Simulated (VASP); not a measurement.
# ZnS (P1) in VASP: notebook

ZnS is run at these levels: r2SCAN; tasks: single point.

Everything below comes from runs of VASP 6.6.1. Logs are shortened: lines on timing, memory, paths and dates and some standing lists are left out, and cuts for length are marked.

## Step 1: The cell of the first run

The typed cell holds 4 atoms: a = 3.811 Å, b = 3.811 Å, c = 6.234 Å, α = 90.00°, β = 90.00°, γ = 120.00°.

## Step 2: Single point, r2SCAN (all S atoms moved +0.263 Å, as atom 3 along Cartesian [1 1 1])

POSCAR

```
ZnS
1.0
    3.8109987816      0.0000000000      0.0000000000
   -1.9054993908      3.3004217586      0.0000000000
    0.0000000000      0.0000000000      6.2340000000
Zn S
2 2
Direct
    0.3333333333      0.6666666667      0.0000000000
    0.6666666667      0.3333333333      0.5000000000
    0.3960608385      0.7125863875      0.4093109473
    0.7293941718      0.3792530541      0.9093109473
```

INCAR.step1

```
SYSTEM = ZnS
ALGO = Normal
EDIFF = 1E-4
ENCUT = 520
GGA = PE
ISMEAR = 0
LASPH = .TRUE.
LCHARG = .FALSE.
LREAL = .FALSE.
LWAVE = .TRUE.
NBANDS = 26
NELM = 80
PREC = Accurate
SIGMA = 0.05
```

INCAR.step2

```
SYSTEM = ZnS
ALGO = Normal
EDIFF = 1E-6
ENCUT = 520
ISIF = 2
ISMEAR = 0
ISTART = 1
LASPH = .TRUE.
LCHARG = .FALSE.
LMIXTAU = .TRUE.
LREAL = .FALSE.
LWAVE = .FALSE.
METAGGA = R2SCAN
NBANDS = 26
NELM = 80
PREC = Accurate
SIGMA = 0.05
```

KPOINTS

```
k-points
0
G
  6 6 4
  0 0 0
```

Potentials or basis: VASP PAW PBE potentials, release 64 (Zn, S).

On the command line:

```
$ cat potpaw_PBE.64/Zn/POTCAR potpaw_PBE.64/S/POTCAR > POTCAR
$ cp INCAR.step1 INCAR
$ mpirun -np 1 vasp_std > vasp.out
$ cp INCAR.step2 INCAR
$ mpirun -np 1 vasp_std > vasp.out
```

OUTCAR:

```text
SYSTEM = ZnS
   EDIFF = 1E-6
   ENCUT = 520
   ISIF = 2
   ISMEAR = 0
   ISTART = 1
   LASPH = .TRUE.
   LREAL = .FALSE.
   METAGGA = R2SCAN
   NELM = 80
   PREC = Accurate

 ion  position               nearest neighbor table
   1  0.333  0.667  0.000-   4 2.07   4 2.33   4 2.42   3 2.56
   2  0.667  0.333  0.500-   3 2.13   3 2.23   3 2.47   4 2.56
   3  0.396  0.713  0.409-   2 2.13   2 2.23   2 2.47   1 2.56
   4  0.729  0.379  0.909-   1 2.07   1 2.33   1 2.42   2 2.56

  LATTYP: Found a hexagonal cell.
 ALAT       =     3.8109987816
 C/A-ratio  =     1.6357916539

  Lattice vectors:

 A1 = (   3.8109987816,   0.0000000000,   0.0000000000)
 A2 = (  -1.9054993908,   3.3004217586,   0.0000000000)
 A3 = (   0.0000000000,   0.0000000000,   6.2340000000)

Analysis of symmetry for initial positions (statically):
=====================================================================
 Subroutine PRICEL returns:
 Original cell was already a primitive cell.

 Routine SETGRP: Setting up the symmetry group for a
 hexagonal supercell.

 Subroutine GETGRP returns: Found  1 space group operations
 (whereof  1 operations were pure point group operations)
 out of a pool of 24 trial point group operations.

The static configuration has the point symmetry C_1 .

Analysis of symmetry for dynamics (positions and initial velocities):
=====================================================================
 Subroutine PRICEL returns:
 Original cell was already a primitive cell.

 Routine SETGRP: Setting up the symmetry group for a
 hexagonal supercell.

 Subroutine GETGRP returns: Found  1 space group operations
 (whereof  1 operations were pure point group operations)
 out of a pool of 24 trial point group operations.

The dynamic configuration has the point symmetry C_1 .

 Subroutine INISYM returns: Found  1 space group operations
 (whereof  1 operations are pure point group operations),
 and found     1 'primitive' translations

----------------------------------------------------------------------------------------

                                     Primitive cell

  volume of cell :      78.4106

  direct lattice vectors                    reciprocal lattice vectors
     3.810998782  0.000000000  0.000000000     0.262398405  0.151495789  0.000000000
    -1.905499391  3.300421759  0.000000000     0.000000000  0.302991579  0.000000000
     0.000000000  0.000000000  6.234000000     0.000000000  0.000000000  0.160410651

  length of vectors
     3.810998782  3.810998782  6.234000000     0.302991579  0.302991579  0.160410651

  position of ions in fractional coordinates (direct lattice)
     0.333333333  0.666666667  0.000000000
     0.666666667  0.333333333  0.500000000
     0.396060838  0.712586387  0.409310947
     0.729394172  0.379253054  0.909310947

  ion indices of the primitive-cell ions
   primitive index   ion index
                 1           1
                 2           2
                 3           3
                 4           4

----------------------------------------------------------------------------------------

 KPOINTS: k-points

Automatic generation of k-mesh.
 Grid dimensions read from file:
 generate k-points for:    6    6    4

 Generating k-lattice:

  Cartesian coordinates                     Fractional coordinates (reciprocal lattice)
     0.043733067  0.025249298  0.000000000     0.166666667  0.000000000  0.000000000
     0.000000000  0.050498596  0.000000000     0.000000000  0.166666667  0.000000000
     0.000000000  0.000000000  0.040102663     0.000000000  0.000000000  0.250000000

  Length of vectors
     0.050498596  0.050498596  0.040102663

  Shift w.r.t. Gamma in fractional coordinates (k-lattice)
     0.000000000  0.000000000  0.000000000

 Subroutine IBZKPT returns following result:
 ===========================================

 Found     76 irreducible k-points:

 Following reciprocal coordinates:
            Coordinates               Weight
  0.000000  0.000000  0.000000      1.000000
  0.166667  0.000000  0.000000      2.000000
  0.000000  0.166667  0.000000      2.000000
 -0.166667  0.166667  0.000000      2.000000
  0.333333  0.000000  0.000000      2.000000
  0.000000  0.333333  0.000000      2.000000
[... 16 lines left out ...]
  0.000000  0.166667  0.250000      2.000000
 -0.166667  0.166667  0.250000      2.000000
 [... further k-points ...]
   k-points           NKPTS =     76   k-points in BZ     NKDIM =     76   number of bands    NBANDS=     26
   number of dos      NEDOS =    301   number of ions     NIONS =      4
   total plane-waves  NPLWV =  37632
   dimension x,y,z NGX =    28 NGY =   28 NGZ =   48
   dimension x,y,z NGXF=    56 NGYF=   56 NGZF=   96
   ions per type =               2   2
   NGX,Y,Z   is equivalent  to a cutoff of  12.21, 12.21, 12.80 a.u.
   NGXF,Y,Z  is equivalent  to a cutoff of  24.43, 24.43, 25.60 a.u.
 SYSTEM =  ZnS
   PREC   = accura    normal or accurate (medium, high low for compatibility)
   ISTART =      1    job   : 0-new  1-cont  2-samecut
   ICHARG =      0    charge: 1-file 2-atom 10-const
   ISPIN  =      1    spin polarized calculation?
   LNONCOLLINEAR =      F non collinear calculations
   LSORBIT =      F    spin-orbit coupling
   LASPH  =      T    aspherical Exc in radial PAW
   ENCUT  =  520.0 eV  38.22 Ry    6.18 a.u.   7.09  7.09 11.59*2*pi/ulx,y,z
   NELM   =     80;   NELMIN=  2; NELMDL=  0     # of ELM steps
   EDIFF  = 0.1E-05   stopping-criterion for ELM
   LREAL  =      F    real-space projection
   EDIFFG = 0.1E-04   stopping-criterion for IOM
   NSW    =      0    number of steps for IOM
   IBRION =     -1    ionic relax: 0-MD 1-quasi-New 2-CG
   NFREE  =      0    steps in history (QN), initial steepest desc. (CG)
   ISIF   =      2    stress and relaxation
   ISYM   =      2    0-nonsym 1-usesym 2-fastsym
   POTIM  = 0.5000    time-step for ionic-motion
   TEBEG  =    0.0;   TEEND  =   0.0 temperature during run
   PSTRESS=    0.0 pullay stress
   NELECT =      36.0000    total number of electrons
   NUPDOWN=      -1.0000    fix difference up-down
   EMIN   =  10.00;   EMAX   =-10.00  energy-range for DOS
   EFERMI =   0.00;   METHOD = LEGACY
   ISMEAR =     0;   SIGMA  =   0.05  broadening in eV -4-tet -1-fermi 0-gaus
   EFERMI_NEDOS =   21; number of points for ismear=-14 and -15
   IALGO  =     38    algorithm
   IMIX   =      4    mixing-type and parameters
     AMIX     =   0.40;   BMIX     =  1.00
     AMIX_MAG =   1.60;   BMIX_MAG =  1.00
  volume/ion in A,a.u.               =      19.60       132.29
  Fermi-wavevector in a.u.,A,eV,Ry     =   1.262944  2.386617 21.701656  1.595027
  Thomas-Fermi vector in A             =   2.396326
   LORBIT       =      0    0 simple, 1 ext, 2 COOP (PROOUT), +10 PAW based schemes
   METAGGA = R2SCAN    functional components
   LHFCALC =     F    Hartree Fock is set to
   AEXX    =    0.0000 exact exchange contribution
   IVDW    =     0    specifies the selected vdW correction
   LEPSILON=     F    determine dielectric tensor
   LRPA    =     F    only Hartree local field effects (RPA)
 non-spin polarized calculation
 Gauss-broadening in eV      SIGMA  =   0.05
  energy-cutoff  :      520.00
  volume of cell :       78.41
 maximum number of plane-waves:      2133
   NGX = 15   NGY = 15   NGZ = 23

 number of electron      35.9999975 magnetization

 Free energy of the ion-electron system (eV)
  ---------------------------------------------------
  ext. energy  EPLUGINS =         0.00000000
  ---------------------------------------------------
  free energy    TOTEN  =       -37.10777220 eV

  energy without entropy =      -37.10777220  energy(sigma->0) =      -37.10777220

 E-fermi :   2.1444     XC(G=0): -10.2925

 val. band max:        1.9420615964   @ k =   0.0000   0.0000   0.0000
 cond. band min:       4.7905267152   @ k =   0.0000   0.0000   0.0000
 fundamental gap:      2.8484651188
 Fermi energy:         2.1443695519

 k-point     1 :       0.0000    0.0000    0.0000
  band No.  band energies     occupation
      1     -11.9382      2.00000
      2     -11.0689      2.00000
      3      -4.9845      2.00000
      4      -4.9491      2.00000
      5      -4.7889      2.00000
      6      -4.7671      2.00000
[... 18 lines left out ...]
     25      10.1331      0.00000
     26      11.7506      0.00000

 k-point     2 :       0.1667    0.0000    0.0000
  band No.  band energies     occupation
      1     -11.7474      2.00000
      2     -10.9542      2.00000
      3      -4.9862      2.00000
      4      -4.9084      2.00000
      5      -4.7608      2.00000
      6      -4.6973      2.00000
[... 18 lines left out ...]
     25      10.5848      0.00000
     26      10.8982      0.00000

 k-point     3 :       0.0000    0.1667    0.0000
  band No.  band energies     occupation
      1     -11.7463      2.00000
      2     -10.9512      2.00000
      3      -4.9709      2.00000
      4      -4.9456      2.00000
      5      -4.7678      2.00000
      6      -4.6721      2.00000
[... 18 lines left out ...]
     25      10.5877      0.00000
     26      10.9617      0.00000

 k-point     4 :      -0.1667    0.1667    0.0000
  band No.  band energies     occupation
      1     -11.7448      2.00000
      2     -10.9488      2.00000
      3      -4.9764      2.00000
      4      -4.9575      2.00000
      5      -4.7427      2.00000
      6      -4.6820      2.00000
[... 18 lines left out ...]
     25      10.6053      0.00000
     26      11.0122      0.00000
[... 496 lines left out ...]
      1     -11.6380      2.00000
      2     -11.0892      2.00000
      3      -4.9953      2.00000
      4      -4.9110      2.00000
      5      -4.7653      2.00000
      6      -4.6992      2.00000
[... 18 lines left out ...]
     25      10.6143      0.00000
     26      10.6624      0.00000

 k-point    23 :       0.0000    0.1667    0.2500
  band No.  band energies     occupation
      1     -11.6382      2.00000
      2     -11.0848      2.00000
      3      -4.9814      2.00000
      4      -4.9465      2.00000
      5      -4.7702      2.00000
      6      -4.6741      2.00000
[... 18 lines left out ...]
     25      10.6137      0.00000
     26      10.7060      0.00000

 k-point    24 :      -0.1667    0.1667    0.2500
  band No.  band energies     occupation
      1     -11.6412      2.00000
      2     -11.0769      2.00000
      3      -4.9740      2.00000
      4      -4.9658      2.00000
      5      -4.7428      2.00000
      6      -4.6889      2.00000
[... 18 lines left out ...]
     25      10.6262      0.00000
     26      10.7820      0.00000

 [... further k-points ...]
[... 5 lines left out ...]
  --------------------------------------------------------------------------------------
  -------------------------------------------------------------------------------------
  Total        3.1944950      3.1079050     -0.7840879      0.7703743      1.2775749      1.2818453
  in kB       65.2736273     63.5043196    -16.0213935     15.7411805     26.1048930     26.1921490
  external PRESSURE =      37.5855178 kB  Pullay stress =       0.0000000 kB

 VOLUME and BASIS-vectors are now :
 -----------------------------------------------------------------------------
  energy-cutoff  :      520.00
  volume of cell :       78.41
      direct lattice vectors                 reciprocal lattice vectors
     3.810998782  0.000000000  0.000000000     0.262398405  0.151495789  0.000000000
    -1.905499391  3.300421759  0.000000000     0.000000000  0.302991579  0.000000000
     0.000000000  0.000000000  6.234000000     0.000000000  0.000000000  0.160410651

 POSITION                                       TOTAL-FORCE (eV/Angst)
 -----------------------------------------------------------------------------------
     -0.00000      2.20028      0.00000         2.109849      1.442592      1.084845
      1.90550      1.10014      3.11700         0.768235      1.427515      0.984272
      0.15155      2.35184      2.55164        -0.743216     -1.429057     -0.988416
      2.05705      1.25170      5.66864        -2.134868     -1.441050     -1.080701
 -----------------------------------------------------------------------------------
    total drift:                               -0.014178     -0.014981      0.028935

  FREE ENERGIE OF THE ION-ELECTRON SYSTEM (eV)
  ---------------------------------------------------
  free  energy   TOTEN  =       -37.1077721962 eV

  energy  without entropy=      -37.1077721962  energy(sigma->0) =      -37.10777220
```

Wall time 7.4 min (1 thread of AMD EPYC 9R45 (Zen 5), shared host); peak memory 0.25 GiB.

What came out:

- Free energy: -37.1078 eV
- Pressure: 3.8 GPa
- Largest force: 2.793 eV/Å
- Band gap on the k mesh: 2.85 eV, direct

Forces on the atoms (eV/Å):
```
Zn   2.110  1.443  1.085
Zn   0.768  1.428  0.984
S   -0.743 -1.429 -0.988
S   -2.135 -1.441 -1.081
```

Caveat: the cell differs from its parent crystal (all S atoms moved +0.263 Å, as atom 3 along Cartesian [1 1 1]); the PAW data sets were made with another functional, which shifts forces and pressure a little.

(Continued in part 2 of 2.)
